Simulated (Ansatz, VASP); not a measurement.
**One calculation of Pb, two programs**

Contents of INCAR:

```
SYSTEM = Pb
PREC = Accurate
ENCUT = 520
EDIFF = 1E-6
ISMEAR = 0
SIGMA = 0.02
LREAL = .FALSE.
LASPH = .TRUE.
NELM = 60
ALGO = Normal
ISIF = 2
LWAVE = .FALSE.
LCHARG = .FALSE.
GGA = RP
NBANDS = 13
```

File KPOINTS:

```
Automatic mesh
0
G
  9 9 9
  0 0 0
```

POSCAR

```
Pb
1.0
   -1.9796595667      1.9796595667      1.9796595667
    1.9796595667     -1.9796595667      1.9796595667
    1.9796595667      1.9796595667     -1.9796595667
Pb
1
Direct
    0.0000000000      0.0000000000      0.0000000000
```

The input input.yaml:

```yaml
crystal:
  lattice:
    - [-1.9796595667, 1.9796595667, 1.9796595667]
    - [1.9796595667, -1.9796595667, 1.9796595667]
    - [1.9796595667, 1.9796595667, -1.9796595667]
  atoms:
    - { symbol: Pb, position: [0.0, 0.0, 0.0] }
kpoints:
  mp_grid: { grid: [9, 9, 9] }
scf:
  occupations: { method: gaussian, width: 0.02 }
hamiltonian:
  xc: rpbe
  pseudopotentials: { kind: all_electron, lapw: { basis_error: 0.001 } }
output:
  forces: true
  stress: true
  eigenvalues: true
```

Alike in both runs: task single point; functional RPBE; k mesh 9 × 9 × 9; occupations gaussian, width 0.02 eV; no spin polarisation.

|  | VASP | Ansatz |
| --- | --- | --- |
| version | VASP 6.6.1 | Ansatz 0.2.0 |
| potentials or method | VASP PAW PBE potentials, release 64 (Pb_d), cutoff 520 eV | all-electron LAPW, scalar-relativistic |

VASP gave:

- gap on the k mesh at the Fermi level (eV): none
- pressure (GPa): 2.2

What did Ansatz give for the same quantities?

gap on the k mesh at the Fermi level (eV): none; pressure (GPa): 2.3.

VASP's potentials were made for PBE, not for RPBE. A gap of «none» marks a metal or a gap that the smearing closes. Ansatz ran all-electron here, and VASP with PAW potentials.

Spin-orbit coupling is off throughout.
